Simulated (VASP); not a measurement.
# NbCu2 (Fm-3m) in VASP: a series of runs, part 2 of 2

VASP 6.6.1. The steps go on from the part before.

### Step 3. Relaxation of cell and atoms, PBE

INCAR reads:

```
SYSTEM = NbCu2
PREC     = Accurate       ! precision mode
ENCUT    = 600            ! plane-wave cutoff, eV
EDIFF    = 1E-7           ! SCF threshold, eV
ISMEAR   = 0              ! smearing method
SIGMA    = 0.1            ! smearing width, eV
LREAL    = .FALSE.        ! projectors in reciprocal space
LASPH    = .TRUE.         ! aspherical terms in the spheres
NELM     = 100            ! most SCF steps
ALGO     = Normal         ! electronic algorithm
ISIF     = 3              ! what is computed and relaxed
LWAVE    = .FALSE.        ! write WAVECAR
LCHARG   = .FALSE.        ! write CHGCAR
GGA      = PE             ! functional
IBRION   = 2              ! ionic algorithm
NSW      = 100            ! ionic steps
EDIFFG   = -0.01          ! ionic threshold
```

KPOINTS reads:

```
Automatic mesh
0
G
  14 14 14
  0 0 0
```

POSCAR reads:

```
NbCu2
1.0
    0.0000000000      2.9572024182      2.9572024182
    2.9572024182      0.0000000000      2.9572024182
    2.9572024182      2.9572024182      0.0000000000
Nb Cu
1 2
Direct
    0.0000000000      0.0000000000      0.0000000000
    0.2500000000      0.2500000000      0.2500000000
    0.7500000000      0.7500000000      0.7500000000
```

Potentials or basis: VASP PAW PBE potentials, release 64 (Nb_sv, Cu).

On the command line:

```bash
$ cat potpaw_PBE.64/Nb_sv/POTCAR potpaw_PBE.64/Cu/POTCAR > POTCAR
$ mpirun -np 1 vasp_std > vasp.out
```

OUTCAR:

```text
SYSTEM = NbCu2
   PREC = Accurate
   ENCUT = 600
   EDIFF = 1E-7
   ISMEAR = 0
   LREAL = .FALSE.
   LASPH = .TRUE.
   NELM = 100
   ISIF = 3
   GGA = PE
   IBRION = 2
   NSW = 100
   EDIFFG = -0.01

 ion  position               nearest neighbor table
   1  0.000  0.000  0.000-   2 2.56   3 2.56   3 2.56   3 2.56   3 2.56   2 2.56   2 2.56   2 2.56

   2  0.250  0.250  0.250-   1 2.56   1 2.56   1 2.56   1 2.56
   3  0.750  0.750  0.750-   1 2.56   1 2.56   1 2.56   1 2.56

  LATTYP: Found a face centered cubic cell.
 ALAT       =     5.9144048364

  Lattice vectors:

 A1 = (   0.0000000000,   2.9572024182,   2.9572024182)
 A2 = (   2.9572024182,   0.0000000000,   2.9572024182)
 A3 = (   2.9572024182,   2.9572024182,   0.0000000000)

Analysis of symmetry for initial positions (statically):
=====================================================================
 Subroutine PRICEL returns:
 Original cell was already a primitive cell.

 Routine SETGRP: Setting up the symmetry group for a
 face centered cubic supercell.

 Subroutine GETGRP returns: Found 48 space group operations
 (whereof 48 operations were pure point group operations)
 out of a pool of 48 trial point group operations.

The static configuration has the point symmetry O_h .

Analysis of symmetry for dynamics (positions and initial velocities):
=====================================================================
 Subroutine PRICEL returns:
 Original cell was already a primitive cell.

 Routine SETGRP: Setting up the symmetry group for a
 face centered cubic supercell.

 Subroutine GETGRP returns: Found 48 space group operations
 (whereof 48 operations were pure point group operations)
 out of a pool of 48 trial point group operations.

[... 120 lines left out ...]
   IMIX   =      4    mixing-type and parameters
     AMIX     =   0.40;   BMIX     =  1.00
     AMIX_MAG =   1.60;   BMIX_MAG =  1.00
  volume/ion in A,a.u.               =      17.24       116.35
  Fermi-wavevector in a.u.,A,eV,Ry     =   1.437275  2.716055 28.106353  2.065759
  Thomas-Fermi vector in A             =   2.556370
   LORBIT       =      0    0 simple, 1 ext, 2 COOP (PROOUT), +10 PAW based schemes
   GGA     = PE    functional components
   LHFCALC =     F    Hartree Fock is set to
   AEXX    =    0.0000 exact exchange contribution
   IVDW    =     0    specifies the selected vdW correction
   LEPSILON=     F    determine dielectric tensor
   LRPA    =     F    only Hartree local field effects (RPA)
 conjugate gradient relaxation of ions
 non-spin polarized calculation
 Gauss-broadening in eV      SIGMA  =   0.10
  energy-cutoff  :      600.00
  volume of cell :       51.72
 maximum number of plane-waves:      1759
 NGX is ok and might be reduce to    36
   NGX = 17   NGY = 17   NGZ = 17

--------------------------------------- Ionic step        1  -------------------------------------------

 number of electron      34.9999991 magnetization

 Free energy of the ion-electron system (eV)
  ---------------------------------------------------
  ext. energy  EPLUGINS =         0.00000000
  ---------------------------------------------------
  free energy    TOTEN  =       -15.33521010 eV

  energy without entropy =      -15.31923879  energy(sigma->0) =      -15.32722444

------------------------ aborting loop because EDIFF is reached ----------------------------------------

  FORCE on cell =-STRESS in cart. coord.  units (eV):
  Direction    XX          YY          ZZ          XY          YZ          ZX
  --------------------------------------------------------------------------------------
  -------------------------------------------------------------------------------------
  Total        0.1043045      0.1043045      0.1043045     -0.0000000     -0.0000000      0.0000000
  in kB        3.2310276      3.2310276      3.2310276     -0.0000000     -0.0000000      0.0000000
  external PRESSURE =       3.2310276 kB  Pullay stress =       0.0000000 kB
[... 61 lines left out ...]
--------------------------------------- Ionic step        3  -------------------------------------------

 number of electron      34.9999989 magnetization

 Free energy of the ion-electron system (eV)
  ---------------------------------------------------
  ext. energy  EPLUGINS =         0.00000000
  ---------------------------------------------------
  free energy    TOTEN  =       -15.33535517 eV

  energy without entropy =      -15.31936607  energy(sigma->0) =      -15.32736062

 E-fermi :   6.7150     XC(G=0): -11.2744

 val. band max:        6.7047488906   @ k =   0.5000   0.2143   0.0714
 cond. band min:       6.7187715382   @ k =   0.4286   0.2143   0.0714
 fundamental gap:      0.0140226476
 Fermi energy:         6.7149677774

 k-point     1 :       0.0000    0.0000    0.0000
  band No.  band energies     occupation
      1     -48.4863      2.00000
      2     -24.5473      2.00000
      3     -24.5473      2.00000
      4     -24.5473      2.00000
      5      -0.2787      2.00000
      6       2.5777      2.00000
[... 565 lines left out ...]
     20       7.9966      0.00000
     21      11.4905      0.00000

 [... further k-points ...]
[... 5 lines left out ...]
  --------------------------------------------------------------------------------------
  -------------------------------------------------------------------------------------
  Total       -0.0018987     -0.0018987     -0.0018987      0.0000000      0.0000000     -0.0000000
  in kB       -0.0586526     -0.0586526     -0.0586526      0.0000000      0.0000000     -0.0000000
  external PRESSURE =      -0.0586526 kB  Pullay stress =       0.0000000 kB
[... 18 lines left out ...]
  FREE ENERGIE OF THE ION-ELECTRON SYSTEM (eV)
  ---------------------------------------------------
  free  energy   TOTEN  =       -15.3353551724 eV

  energy  without entropy=      -15.3193660695  energy(sigma->0) =      -15.32736062

 reached required accuracy - stopping structural energy minimisation
```

CONTCAR:

```text
NbCu2
   1.00000000000000
    -0.0000000000000000    2.9599534123489866    2.9599534123489866
     2.9599534123489866   -0.0000000000000000    2.9599534123489866
     2.9599534123489866    2.9599534123489866    0.0000000000000000
  Nb              Cu
     1     2
Direct
     0.0000000000000000    0.0000000000000000    0.0000000000000000
     0.2500000000000000    0.2500000000000000    0.2500000000000000
     0.7500000000000000    0.7500000000000000    0.7500000000000000

  0.00000000E+00  0.00000000E+00  0.00000000E+00
  0.00000000E+00  0.00000000E+00  0.00000000E+00
  0.00000000E+00  0.00000000E+00  0.00000000E+00
```

Wall time 6 min (1 thread of AMD EPYC 7R13 (Zen 3), shared host); peak memory 0.28 GiB.

What came out:

- Free energy: -15.3354 eV
- Relaxed volume: 17.29 Å³/atom
- Relaxed cell: a = 4.186 Å, b = 4.186 Å, c = 4.186 Å, α = 60.00°, β = 60.00°, γ = 60.00°
- Space group after relaxing (to 0.05 Å): Fm-3m (No. 225)
- Energy gained by relaxing: 0.0 meV/atom
- Ionic steps: 3
- Pressure after relaxing: 0.0 GPa

Step by step:
```
step  energy change (eV)  largest force (eV/Å)  pressure (GPa)  volume (Å³)
   1              0.0000                0.0000            0.32        51.72
   2             -0.0001                0.0000           -0.23        51.98
   3             -0.0001                0.0000           -0.01        51.87
```

Final structure:
```
Nb Cu
1.0
     0.00000    2.95995    2.95995
     2.95995    0.00000    2.95995
     2.95995    2.95995    0.00000
Nb Cu
1 2
Direct
  0.00000 0.00000 0.00000
  0.25000 0.25000 0.25000
  0.75000 0.75000 0.75000
```
